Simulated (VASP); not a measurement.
# Mg5Cd11O16 (P1) in VASP: a series of runs

The runs below take Mg5Cd11O16 through single point, with r2SCAN, PBEsol.

Program: VASP 6.6.1. These are calculated values, not measurements. Logs are shortened: lines on timing, memory, paths and dates and some standing lists are left out, and cuts for length are marked.

### Step 1. The cell of the first run

The typed cell holds 64 atoms: a = 9.143 Å, b = 9.143 Å, c = 9.143 Å, α = 90.00°, β = 90.00°, γ = 90.00°.

### Step 2. Single point, r2SCAN

POSCAR reads:

```
Mg5Cd11O16
1.0
    9.1426910000      0.0000000000      0.0000000000
    0.0000000000      9.1426910000      0.0000000000
    0.0000000000      0.0000000000      9.1426910000
O Cd Mg
32 22 10
Direct
    0.2519920000      0.0186440000      0.9982970000
    0.2507660000      0.0014610000      0.4999330000
    0.2635120000      0.4890350000      0.9870310000
    0.2647580000      0.4997750000      0.5134900000
    0.7487640000      0.0005250000      0.0001770000
    0.7475070000      0.9850960000      0.5002060000
    0.7323950000      0.4987520000      0.9986550000
    0.7345000000      0.5103610000      0.5014710000
    0.0140070000      0.2528270000      0.9874470000
    0.0001410000      0.2512880000      0.5145750000
    0.9983770000      0.7483690000      0.9852710000
    0.9843780000      0.7471640000      0.5133290000
    0.4891800000      0.2653770000      0.0097760000
    0.5003360000      0.2664180000      0.4862120000
    0.4994680000      0.7337720000      0.9952850000
    0.5098240000      0.7349980000      0.5025990000
    0.9997710000      0.0015850000      0.2498280000
    0.0026730000      0.9895670000      0.7499750000
    0.0004440000      0.4982550000      0.2500740000
    0.0147400000      0.5023250000      0.7499340000
    0.4986380000      0.9787830000      0.2493080000
    0.4985850000      0.9842780000      0.7496270000
    0.4975660000      0.5050990000      0.2496750000
    0.4880730000      0.5092970000      0.7491360000
    0.2644160000      0.2525140000      0.2358670000
    0.2401840000      0.2627060000      0.7608770000
    0.2598230000      0.7489310000      0.2498350000
    0.2485770000      0.7367860000      0.7496140000
    0.7319340000      0.2493410000      0.2495200000
    0.7675440000      0.2499070000      0.7501460000
    0.7380280000      0.7483120000      0.2642590000
    0.7473730000      0.7472100000      0.7380820000
    0.0018350000      0.0018020000      0.9967590000
    0.9978050000      0.9982740000      0.5029540000
    0.0037190000      0.4998660000      0.9962870000
    0.9996710000      0.5011310000      0.5038050000
    0.4984910000      0.9997670000      0.0016100000
    0.5006530000      0.9965110000      0.4977150000
    0.2518250000      0.2534390000      0.5009200000
    0.2524160000      0.7479990000      0.9972410000
    0.2521900000      0.7475090000      0.5023130000
    0.7483240000      0.2515030000      0.9995790000
    0.7481670000      0.2509540000      0.5000890000
    0.7462480000      0.7481620000      0.9985090000
    0.2534130000      0.0023310000      0.2477480000
    0.2496130000      0.0000790000      0.7509600000
    0.2527920000      0.5002720000      0.2481670000
    0.7453130000      0.9983310000      0.2514350000
    0.7515970000      0.9965060000      0.7488590000
    0.7453370000      0.5009040000      0.2512850000
    0.7488990000      0.5010390000      0.7491580000
    0.0024430000      0.2496010000      0.2474270000
    0.9962000000      0.7504580000      0.2528050000
    0.4967840000      0.2545740000      0.7510910000
    0.4949240000      0.5017050000      0.9958920000
    0.4991490000      0.5044300000      0.5033860000
    0.2540280000      0.2563990000      0.9965720000
    0.7438350000      0.7457530000      0.5036000000
    0.2530530000      0.5009300000      0.7516810000
    0.0068770000      0.2584400000      0.7525420000
    0.0012000000      0.7464800000      0.7472930000
    0.4969960000      0.2694050000      0.2465330000
    0.5018280000      0.7429990000      0.2547020000
    0.5002830000      0.7419480000      0.7470490000
```

INCAR.step1 reads:

```
  ALGO = Normal
  EDIFF = 1E-4
  ENCUT = 520
  GGA = PE
  ISMEAR = -1
  LASPH = T
  LCHARG = F
  LREAL = Auto
  LWAVE = T
  NBANDS = 276
  NELM = 80
  PREC = Accurate
  SIGMA = 0.05
```

INCAR.step2 reads:

```
  ALGO = Normal
  EDIFF = 1E-6
  ENCUT = 520
  ISIF = 2
  ISMEAR = -1
  ISTART = 1
  LASPH = T
  LCHARG = T
  LELF = T
  LMIXTAU = T
  LREAL = Auto
  LVHAR = T
  LWAVE = F
  METAGGA = R2SCAN
  NBANDS = 276
  NELM = 80
  PREC = Accurate
  SIGMA = 0.05
```

KPOINTS reads:

```
k-points
0
Gamma
  1 1 1
```

Potentials or basis: VASP PAW PBE potentials, release 64 (O, Cd, Mg).

Run with:

```
$ cat potpaw_PBE.64/O/POTCAR potpaw_PBE.64/Cd/POTCAR potpaw_PBE.64/Mg/POTCAR > POTCAR
$ cp INCAR.step1 INCAR
$ mpirun -np 1 vasp_gam > vasp.out
$ cp INCAR.step2 INCAR
$ mpirun -np 1 vasp_gam > vasp.out
```

OUTCAR:

```text
EDIFF = 1E-6
   ENCUT = 520
   ISIF = 2
   ISMEAR = -1
   ISTART = 1
   LASPH = T
   LREAL = Auto
   METAGGA = R2SCAN
   NELM = 80
   PREC = Accurate

 ion  position               nearest neighbor table
   1  0.252  0.019  0.998-  57 2.17  37 2.26  46 2.27  45 2.29  33 2.29  40 2.47
   2  0.251  0.001  0.500-  38 2.29  46 2.30  39 2.30  45 2.31  34 2.31  41 2.32
   3  0.264  0.489  0.987-  55 2.12  57 2.13  59 2.16  40 2.37  35 2.38  47 2.39
   4  0.265  0.500  0.513-  56 2.15  59 2.18  39 2.26  41 2.27  36 2.43  47 2.43
   5  0.749  0.001  0.000-  37 2.29  42 2.29  48 2.30  49 2.30  44 2.31  33 2.31
   6  0.748  0.985  0.500-  58 2.19  38 2.26  49 2.28  48 2.28  34 2.29  43 2.43
[... 76 lines left out ...]
  58  0.744  0.746  0.504-  16 2.14  32 2.14   8 2.15   6 2.19  31 2.19  12 2.20  56 3.14  64 3.15
                            51 3.17  63 3.17  38 3.19  49 3.21  50 3.21  36 3.24  61 3.24  53 3.25
  59  0.253  0.501  0.752-  24 2.15   3 2.16  28 2.16  20 2.18   4 2.18  26 2.18  55 3.14  64 3.16
                            60 3.16  57 3.16  54 3.17  40 3.18  35 3.19  56 3.20  41 3.21  61 3.22
  60  0.007  0.258  0.753-  26 2.13   9 2.15  10 2.18  30 2.19  20 2.23  18 2.46  35 3.14  59 3.16
                            57 3.18  36 3.18  39 3.21  51 3.24  33 3.24  46 3.24  42 3.27  34 3.30
  61  0.001  0.746  0.747-  12 2.14  11 2.18  18 2.22  20 2.24  28 2.26  32 2.32  36 3.16  35 3.20
                            41 3.21  34 3.21  59 3.22  51 3.22  49 3.23  40 3.24  58 3.24  46 3.25
  62  0.497  0.269  0.247-  25 2.13  23 2.16  29 2.16  13 2.17  14 2.19  21 2.66  47 3.07  50 3.10
                            55 3.12  56 3.18  57 3.19  42 3.23  39 3.23  43 3.27  45 3.30  37 3.33
  63  0.502  0.743  0.255-  21 2.16  31 2.16  23 2.18  27 2.21  16 2.27  15 2.37  50 3.14  56 3.15
                            58 3.17  47 3.18  38 3.21  41 3.21  48 3.23  55 3.24  44 3.24  40 3.28
  64  0.500  0.742  0.747-  24 2.13  22 2.22  16 2.24  32 2.26  15 2.27  28 2.30  56 3.11  58 3.15
                            59 3.16  55 3.16  51 3.17  41 3.19  44 3.22  40 3.22  38 3.26  49 3.27

  LATTYP: Found a simple cubic cell.
 ALAT       =     9.1426910000

  Lattice vectors:

 A1 = (   9.1426910000,   0.0000000000,   0.0000000000)
 A2 = (   0.0000000000,   9.1426910000,   0.0000000000)
 A3 = (   0.0000000000,   0.0000000000,   9.1426910000)

Analysis of symmetry for initial positions (statically):
=====================================================================
 Subroutine PRICEL returns:
 Original cell was already a primitive cell.

 Routine SETGRP: Setting up the symmetry group for a
 simple cubic supercell.

 Subroutine GETGRP returns: Found  1 space group operations
 (whereof  1 operations were pure point group operations)
 out of a pool of 48 trial point group operations.

The static configuration has the point symmetry C_1 .

Analysis of symmetry for dynamics (positions and initial velocities):
=====================================================================
 Subroutine PRICEL returns:
 Original cell was already a primitive cell.

 Routine SETGRP: Setting up the symmetry group for a
 simple cubic supercell.

 Subroutine GETGRP returns: Found  1 space group operations
 (whereof  1 operations were pure point group operations)
 out of a pool of 48 trial point group operations.

The dynamic configuration has the point symmetry C_1 .

 Subroutine INISYM returns: Found  1 space group operations
 (whereof  1 operations are pure point group operations),
 and found     1 'primitive' translations

----------------------------------------------------------------------------------------

                                     Primitive cell

  volume of cell :     764.2266

  direct lattice vectors                    reciprocal lattice vectors
     9.142691000  0.000000000  0.000000000     0.109376988  0.000000000  0.000000000
     0.000000000  9.142691000  0.000000000     0.000000000  0.109376988  0.000000000
     0.000000000  0.000000000  9.142691000     0.000000000  0.000000000  0.109376988

  length of vectors
     9.142691000  9.142691000  9.142691000     0.109376988  0.109376988  0.109376988

[... 145 lines left out ...]
     0.000000000  0.109376988  0.000000000     0.000000000  1.000000000  0.000000000
     0.000000000  0.000000000  0.109376988     0.000000000  0.000000000  1.000000000

  Length of vectors
     0.109376988  0.109376988  0.109376988

  Shift w.r.t. Gamma in fractional coordinates (k-lattice)
     0.000000000  0.000000000  0.000000000

 Subroutine IBZKPT returns following result:
 ===========================================

 Found      1 irreducible k-points:

 Following reciprocal coordinates:
            Coordinates               Weight
  0.000000  0.000000  0.000000      1.000000
   k-points           NKPTS =      1   k-points in BZ     NKDIM =      1   number of bands    NBANDS=    276
   number of dos      NEDOS =    301   number of ions     NIONS =     64
   total plane-waves  NPLWV = 343000
   dimension x,y,z NGX =    70 NGY =   70 NGZ =   70
   dimension x,y,z NGXF=   140 NGYF=  140 NGZF=  140
   ions per type =              32  22  10
   NGX,Y,Z   is equivalent  to a cutoff of  12.73, 12.73, 12.73 a.u.
   NGXF,Y,Z  is equivalent  to a cutoff of  25.46, 25.46, 25.46 a.u.
 SYSTEM =  unknown system
   PREC   = accura    normal or accurate (medium, high low for compatibility)
   ISTART =      1    job   : 0-new  1-cont  2-samecut
   ICHARG =      0    charge: 1-file 2-atom 10-const
   ISPIN  =      1    spin polarized calculation?
   LNONCOLLINEAR =      F non collinear calculations
   LSORBIT =      F    spin-orbit coupling
   LASPH  =      T    aspherical Exc in radial PAW
   ENCUT  =  520.0 eV  38.22 Ry    6.18 a.u.  17.00 17.00 17.00*2*pi/ulx,y,z
   NELM   =     80;   NELMIN=  2; NELMDL=  0     # of ELM steps
   EDIFF  = 0.1E-05   stopping-criterion for ELM
   LREAL  =      T    real-space projection
   EDIFFG = 0.1E-04   stopping-criterion for IOM
   NSW    =      0    number of steps for IOM
   IBRION =     -1    ionic relax: 0-MD 1-quasi-New 2-CG
   NFREE  =      0    steps in history (QN), initial steepest desc. (CG)
   ISIF   =      2    stress and relaxation
   ISYM   =      2    0-nonsym 1-usesym 2-fastsym
   POTIM  = 0.5000    time-step for ionic-motion
   TEBEG  =    0.0;   TEEND  =   0.0 temperature during run
   PSTRESS=    0.0 pullay stress
   NELECT =     476.0000    total number of electrons
   NUPDOWN=      -1.0000    fix difference up-down
   EMIN   =  10.00;   EMAX   =-10.00  energy-range for DOS
   EFERMI =   0.00;   METHOD = LEGACY
   ISMEAR =    -1;   SIGMA  =   0.05  broadening in eV -4-tet -1-fermi 0-gaus
   EFERMI_NEDOS =   21; number of points for ismear=-14 and -15
   IALGO  =     38    algorithm
   IMIX   =      4    mixing-type and parameters
     AMIX     =   0.40;   BMIX     =  1.00
     AMIX_MAG =   1.60;   BMIX_MAG =  1.00
  volume/ion in A,a.u.               =      11.94        80.58
  Fermi-wavevector in a.u.,A,eV,Ry     =   1.398094  2.642015 26.594865  1.954667
  Thomas-Fermi vector in A             =   2.521286
   LORBIT       =      0    0 simple, 1 ext, 2 COOP (PROOUT), +10 PAW based schemes
   METAGGA = R2SCAN    functional components
   LHFCALC =     F    Hartree Fock is set to
   AEXX    =    0.0000 exact exchange contribution
   IVDW    =     0    specifies the selected vdW correction
   LEPSILON=     F    determine dielectric tensor
   LRPA    =     F    only Hartree local field effects (RPA)
 non-spin polarized calculation
  energy-cutoff  :      520.00
  volume of cell :      764.23
 maximum number of plane-waves:     10189
 NGX is ok and might be reduce to    70
   NGX = 33   NGY = 33   NGZ = 33

 number of electron     476.0000020 magnetization

 Free energy of the ion-electron system (eV)
  ---------------------------------------------------
  ext. energy  EPLUGINS =         0.00000000
  ---------------------------------------------------
  free energy    TOTEN  =      -784.54148458 eV

  energy without entropy =     -784.53845867  energy(sigma->0) =     -784.53997162

 E-fermi :   2.8242     XC(G=0): -12.0864

 val. band max:        2.4817733511   @ k =   0.0000   0.0000   0.0000
 cond. band min:       3.1371035783   @ k =   0.0000   0.0000   0.0000
 fundamental gap:      0.6553302272
 Fermi energy:         2.8241827090

 k-point     1 :       0.0000    0.0000    0.0000
  band No.  band energies     occupation
      1     -16.3388      2.00000
      2     -16.0840      2.00000
      3     -15.9859      2.00000
      4     -15.9441      2.00000
      5     -15.8728      2.00000
      6     -15.8325      2.00000
[... 242 lines left out ...]
    249       7.6048      0.00000
    250       7.6639      0.00000
 [bands above 250 left out]

------------------------ aborting loop because EDIFF is reached ----------------------------------------

  FORCE on cell =-STRESS in cart. coord.  units (eV):
  Direction    XX          YY          ZZ          XY          YZ          ZX
  --------------------------------------------------------------------------------------
  -------------------------------------------------------------------------------------
  Total        9.6137061     11.3992091     10.3104818     -1.4792132      0.4748773     -1.8227863
  in kB       20.1548373     23.8980892     21.6156061     -3.1011246      0.9955656     -3.8214150
  external PRESSURE =      21.8895108 kB  Pullay stress =       0.0000000 kB

 VOLUME and BASIS-vectors are now :
 -----------------------------------------------------------------------------
  energy-cutoff  :      520.00
  volume of cell :      764.23
      direct lattice vectors                 reciprocal lattice vectors
     9.142691000  0.000000000  0.000000000     0.109376988  0.000000000  0.000000000
     0.000000000  9.142691000  0.000000000     0.000000000  0.109376988  0.000000000
     0.000000000  0.000000000  9.142691000     0.000000000  0.000000000  0.109376988

 POSITION                                       TOTAL-FORCE (eV/Angst)
 -----------------------------------------------------------------------------------
      2.30388      0.17046      9.12712        -0.002821      0.163482      0.007176
      2.29268      0.01336      4.57073        -0.014054      0.033467     -0.009882
      2.40921      4.47110      9.02412         0.135761     -0.125196     -0.126659
      2.42060      4.56929      4.69468         0.130700     -0.002189      0.116130
      6.84572      0.00480      0.00162         0.014159      0.020694      0.011780
      6.83423      9.00643      4.57323         0.003898     -0.101101     -0.004305
[... 56 lines left out ...]
      4.58806      6.79301      2.32866         0.035128     -0.016818      0.046024
      4.57393      6.78340      6.83004         0.013453     -0.074208     -0.048147
 -----------------------------------------------------------------------------------
    total drift:                               -0.009290      0.020724     -0.020827

  FREE ENERGIE OF THE ION-ELECTRON SYSTEM (eV)
  ---------------------------------------------------
  free  energy   TOTEN  =      -784.5414845780 eV

  energy  without entropy=     -784.5384586687  energy(sigma->0) =     -784.53997162
```

Run time: 23 min. Hardware: 1 thread of Intel Xeon Platinum 8259CL at 2.50GHz (Skylake/Cascade Lake), shared host; peak memory 0.83 GiB.

Results:

```
Free energy            : -784.5415 eV
Pressure               : 2.2 GPa
Largest force          : 0.224 eV/Å
Band gap on the k mesh : 0.66 eV
```

Forces on the atoms (eV/Å):
```
O   -0.003  0.163  0.007
O   -0.014  0.033 -0.010
O    0.136 -0.125 -0.127
O    0.131 -0.002  0.116
O    0.014  0.021  0.012
O    0.004 -0.101 -0.004
O   -0.122 -0.008  0.008
O   -0.128  0.119 -0.002
O    0.088 -0.013 -0.088
O   -0.008 -0.023  0.086
O   -0.027  0.018 -0.076
O   -0.125  0.009  0.093
O   -0.102  0.115  0.080
O    0.008  0.106 -0.086
O    0.016 -0.124  0.005
O    0.113 -0.122  0.002
O    0.000 -0.048  0.002
O    0.002 -0.054 -0.003
O   -0.009  0.024  0.003
O    0.117  0.011 -0.004
O    0.008 -0.076  0.002
O    0.006 -0.102  0.002
O    0.007  0.013  0.000
O   -0.120  0.105  0.001
O    0.076 -0.011 -0.103
O   -0.091  0.101  0.104
O    0.070  0.030  0.001
O   -0.036 -0.100 -0.007
O   -0.085 -0.023 -0.002
O    0.109 -0.028  0.006
O   -0.090  0.012  0.117
O   -0.002  0.012 -0.114
Cd   0.016  0.013 -0.022
Cd  -0.019 -0.019  0.022
Cd   0.034 -0.019 -0.034
Cd  -0.001  0.006  0.027
Cd  -0.002  0.001  0.011
Cd   0.020 -0.038 -0.008
Cd   0.001  0.004  0.023
Cd   0.007 -0.033 -0.010
Cd   0.036 -0.012  0.014
Cd  -0.015 -0.009  0.004
Cd   0.007  0.011 -0.003
Cd  -0.007  0.002 -0.015
Cd   0.020  0.018 -0.017
Cd  -0.017  0.006  0.013
Cd   0.033 -0.024 -0.021
Cd  -0.015 -0.005  0.013
Cd   0.002 -0.021 -0.016
Cd  -0.038  0.019  0.013
Cd  -0.009  0.033 -0.024
Cd   0.001 -0.009 -0.007
Cd  -0.015  0.017  0.005
Cd  -0.028  0.026  0.019
Mg  -0.066 -0.019 -0.012
Mg   0.016  0.069  0.012
Mg   0.033  0.059 -0.032
Mg  -0.062 -0.028  0.023
Mg   0.026 -0.012  0.036
Mg   0.068  0.050  0.030
Mg   0.000 -0.013 -0.022
Mg  -0.021  0.084 -0.043
Mg   0.035 -0.017  0.046
Mg   0.013 -0.074 -0.048
```

Levels at points of the mesh, in eV from the valence-band top:
| k point | band 235 | band 236 | band 237 | band 238 | band 239 | band 240 | band 241 | band 242 |
| --- | --- | --- | --- | --- | --- | --- | --- | --- |
| (0.00, 0.00, 0.00) | -0.11 | -0.10 | -0.05 | 0.00 | 0.66 | 3.47 | 3.95 | 4.02 |

Caveat: the k points lie up to 0.69 Å⁻¹ apart; the PAW data sets were made with another functional, which shifts forces and pressure a little. r2SCAN opens gaps a little over a GGA but as a rule still falls short of measured ones.

(Continued in part 2 of 2.)
